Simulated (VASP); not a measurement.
# Al2CrN3 (P3m1) in VASP: further runs, part 2 of 2

VASP 6.6.1.

## Step 4: Relaxation of cell and atoms, PBE, collinear spin, ferromagnetic start

This run uses another cell than the first one, of 12.29 Å³/atom, 1.145 times its volume.

File INCAR:

```
SYSTEM = Al2CrN3
  ALGO = Normal
  EDIFF = 1E-6
  EDIFFG = -0.04
  ENCUT = 600
  GGA = PE
  IBRION = 2
  ISIF = 3
  ISMEAR = 0
  ISPIN = 2
  LASPH = .TRUE.
  LCHARG = .FALSE.
  LMAXMIX = 4
  LORBIT = 11
  LREAL = .FALSE.
  LWAVE = .FALSE.
  MAGMOM = 0 0 3 0 0 0
  NELM = 150
  NSW = 90
  PREC = Accurate
  SIGMA = 0.1
```

File KPOINTS:

```
k-points
0
G
  6 6 2
  0 0 0
```

File POSCAR:

```
Al2CrN3
1.0
    3.2639803400      0.0000000000      0.0000000000
   -1.6319901700      2.8266898900      0.0000000000
    0.0000000000      0.0000000000      7.9950863700
Al Cr N
2 1 3
Direct
    0.0000000000      0.0000000000      0.0000000000
    0.3333333300      0.6666666700      0.6666666700
    0.6666666700      0.3333333300      0.3333333300
    0.3333333300      0.6666666700      0.9166666700
    0.6666666700      0.3333333300      0.5833333300
    0.0000000000      0.0000000000      0.2500000000
```

Potentials or basis: VASP PAW PBE potentials, release 64 (Al, Cr_pv, N).

The run is started by

```sh
cat potpaw_PBE.64/Al/POTCAR potpaw_PBE.64/Cr_pv/POTCAR potpaw_PBE.64/N/POTCAR > POTCAR
mpirun -np 1 vasp_std > vasp.out
```

OUTCAR:

```text
SYSTEM = Al2CrN3
   EDIFF = 1E-6
   EDIFFG = -0.04
   ENCUT = 600
   GGA = PE
   IBRION = 2
   ISIF = 3
   ISMEAR = 0
   ISPIN = 2
   LASPH = .TRUE.
   LORBIT = 11
   LREAL = .FALSE.
   NELM = 150
   NSW = 90
   PREC = Accurate

 ion  position               nearest neighbor table
   1  0.000  0.000  0.000-   4 2.00   4 2.00   4 2.00   6 2.00   3 3.26   2 3.26   3 3.26   2 3.26
                             2 3.26   3 3.26
   2  0.333  0.667  0.667-   5 2.00   5 2.00   4 2.00   5 2.00   1 3.26   1 3.26   1 3.26   3 3.26
                             3 3.26   3 3.26
   3  0.667  0.333  0.333-   6 2.00   6 2.00   6 2.00   5 2.00   1 3.26   1 3.26   1 3.26   2 3.26
                             2 3.26   2 3.26
   4  0.333  0.667  0.917-   1 2.00   1 2.00   1 2.00   2 2.00
   5  0.667  0.333  0.583-   2 2.00   2 2.00   3 2.00   2 2.00
   6  0.000  0.000  0.250-   3 2.00   3 2.00   3 2.00   1 2.00

  LATTYP: Found a hexagonal cell.
 ALAT       =     3.2639803400
 C/A-ratio  =     2.4494897448

  Lattice vectors:

 A1 = (   3.2639803400,   0.0000000000,   0.0000000000)
 A2 = (  -1.6319901700,   2.8266898900,   0.0000000000)
 A3 = (   0.0000000000,   0.0000000000,   7.9950863700)

Analysis of symmetry for initial positions (statically):
=====================================================================
 Subroutine PRICEL returns:
[... 463 lines left out ...]

 number of electron      33.0000002 magnetization       1.9396724

 Free energy of the ion-electron system (eV)
  ---------------------------------------------------
  ext. energy  EPLUGINS =         0.00000000
  ---------------------------------------------------
  free energy    TOTEN  =       -47.90695420 eV

  energy without entropy =      -47.90236126  energy(sigma->0) =      -47.90465773

 E-fermi :   8.0826     XC(G=0): -11.2429

 val. band max:        8.0813292331   @ k =   0.5000   0.0000   0.5000
 cond. band min:       8.1638453313   @ k =   0.3333   0.3333   0.0000
 fundamental gap:      0.0825160982
 Fermi energy:         8.0826175889

 spin component 1

 k-point     1 :       0.0000    0.0000    0.0000
  band No.  band energies     occupation
      1     -36.5366      1.00000
      2     -36.2715      1.00000
      3     -36.2715      1.00000
      4      -8.9957      1.00000
      5      -7.7989      1.00000
      6      -7.5586      1.00000
[... 339 lines left out ...]
     21      12.3591      0.00000
     22      13.3769      0.00000
 Fermi energy:         8.0826175889

 spin component 2

 k-point     1 :       0.0000    0.0000    0.0000
  band No.  band energies     occupation
      1     -34.5478      1.00000
      2     -34.3076      1.00000
      3     -34.3076      1.00000
      4      -8.9844      1.00000
      5      -7.7894      1.00000
      6      -7.5620      1.00000
[... 372 lines left out ...]
  FREE ENERGIE OF THE ION-ELECTRON SYSTEM (eV)
  ---------------------------------------------------
  free  energy   TOTEN  =       -47.9069541953 eV

  energy  without entropy=      -47.9023612582  energy(sigma->0) =      -47.90465773

 reached required accuracy - stopping structural energy minimisation

 total charge

# of ion       s       p       d       tot
------------------------------------------
    1        0.364   0.430   0.000   0.795
    2        0.368   0.438   0.000   0.805
    3        0.363   6.373   4.220  10.956
    4        1.220   2.602   0.000   3.823
    5        1.227   2.581   0.000   3.808
    6        1.251   2.482   0.000   3.734
--------------------------------------------------
tot          4.793  14.907   4.220  23.920

 magnetization (x)

# of ion       s       p       d       tot
------------------------------------------
    1        0.003   0.002   0.000   0.005
    2        0.003   0.005   0.000   0.008
    3        0.021   0.013   1.884   1.919
    4       -0.000   0.001   0.000   0.001
    5       -0.001   0.002   0.000   0.000
    6       -0.006  -0.072   0.000  -0.079
--------------------------------------------------
tot          0.020  -0.050   1.884   1.854
```

Run time: 5.2 min. Hardware: 1 thread of Intel Xeon Platinum 8488C (Sapphire Rapids), shared host; peak memory 0.28 GiB.

Results:

| Property | Result |
| --- | --- |
| Free energy | -47.9070 eV |
| Relaxed volume | 10.71 Å³/atom |
| Relaxed cell | a = 3.107 Å, b = 3.107 Å, c = 7.685 Å, α = 90.00°, β = 90.00°, γ = 120.00° |
| Space group after relaxing (to 0.05 Å) | P3m1 (No. 156) |
| Energy gained by relaxing | 108.1 meV/atom |
| Ionic steps | 8 |
| Pressure after relaxing | -0.1 GPa |
| Largest force after relaxing | 0.032 eV/Å |
| Net moment | 1.94 μB per cell |
| Site moments | Al +0.01; Cr +1.92; N +0.00, -0.08 μB |
| Valence electrons inside the program's atomic spheres | Al 0.80, 0.81; Cr 10.96; N 3.82, 3.81, 3.73 |

Forces in eV/Å, atoms in the order of the input:
```
Al   0.000  0.000 -0.009
Al   0.000  0.000  0.032
Cr   0.000  0.000  0.027
N    0.000  0.000 -0.017
N    0.000  0.000 -0.020
N    0.000  0.000 -0.013
```

Step by step:
```csv
step,energy change (eV),largest force (eV/Å),pressure (GPa),volume (Å³)
1,0.0000,1.0057,-18.12,73.76
2,-0.4240,0.8585,16.17,59.89
3,-0.6352,0.4140,-0.32,64.40
4,-0.6355,0.4152,0.22,64.22
5,-0.6464,0.1896,0.14,64.20
6,-0.6472,0.1850,0.14,64.20
7,-0.6485,0.0596,-0.10,64.28
8,-0.6486,0.0325,-0.11,64.26
```

Final structure:
```
CELL_PARAMETERS angstrom
3.10748 0.00000 0.00000
-1.55374 2.69116 0.00000
0.00000 0.00000 7.68452
ATOMIC_POSITIONS crystal
Al 0.00000 0.00000 0.99539
Al 0.33333 0.66667 0.66531
Cr 0.66667 0.33333 0.33472
N 0.33333 0.66667 0.91619
N 0.66667 0.33333 0.59070
N 0.00000 0.00000 0.24767
```

Caveat: the k points lie up to 0.41 Å⁻¹ apart in the final cell; a cell with one magnetic atom can't hold antiferromagnetic order, which such compounds often take. With open d or f shells a metallic result of PBE can be an artefact of self-interaction; +U or a hybrid may open a gap.

## Step 5: The runs side by side

```tsv
task	cell	cutoff (eV)	gap on the mesh (eV)	pressure (GPa)	moment (μB)	largest force (eV/Å)
single point	a = 3.109, b = 3.109, c = 7.695 Å, angles 90.0, 90.0, 120.0°, 6 atoms	520	none	-0.4	1.94	0.06
single point	a = 3.264, b = 3.264, c = 7.995 Å, angles 90.0, 90.0, 120.0°, 6 atoms	520	none	-18.0	2.97	1.01
relaxation of cell and atoms	relaxed from a = 3.264, b = 3.264, c = 7.995 Å, angles 90.0, 90.0, 120.0°, 6 atoms	600	none	-0.1	1.94	0.03
```

Alike in all rows: level PBE; potentials or basis VASP PAW PBE potentials, release 64 (Al, Cr_pv, N); spin collinear, ferromagnetic start; k mesh 6 × 6 × 2; smearing gaussian 0.1 eV.

Caveats: all runs use coarse meshes; a cell with one magnetic atom can't hold antiferromagnetic order, which such compounds often take; forces of over 1 eV/Å act on the atoms, so gaps and moduli don't describe the material at rest (some runs).

Absolute energies hang on the potentials; compare differences alone.
